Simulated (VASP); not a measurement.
Ru:

```xyz
1
Lattice="1.4863 1.4863 1.4863 -1.4863 1.4863 1.4863 -1.4863 -1.4863 1.4863" Properties=species:S:1:pos:R:3 pbc="T T T"
Ru    0.0000    0.0000    0.0000
```

Base run:

- Program: VASP 6.6.1
- Functional: LDA
- Potentials or basis: VASP PAW LDA potentials, release 64 (Ru_sv)
- Cutoff: 600 eV
- k mesh: 10 × 10 × 10
- Occupations: fermi-dirac, width 0.1 eV
- Spin: no spin polarisation

Its results: band gap on the k mesh zero (band 8 reaches 17.85 eV, above the bottom of band 9 at 14.21 eV); pressure 10.6 GPa.

**Question.** The run is repeated on the same cell with these changes: potentials or basis from VASP PAW LDA potentials, release 64 (Ru_sv) to VASP PAW LDA potentials, release 64 (Ru_pv); cutoff from 600 eV to 520 eV; further incar settings from ALGO = Normal; EDIFF = 1e-06; NBANDS = 14 to ALGO = Normal; EDIFF = 1e-07; NBANDS = 13; valence electrons from 16 to 14. What comes out?

**Answer.** Band gap on the k mesh zero (band 7 reaches 15.52 eV, above the bottom of band 8 at 11.89 eV); pressure 11.0 GPa.
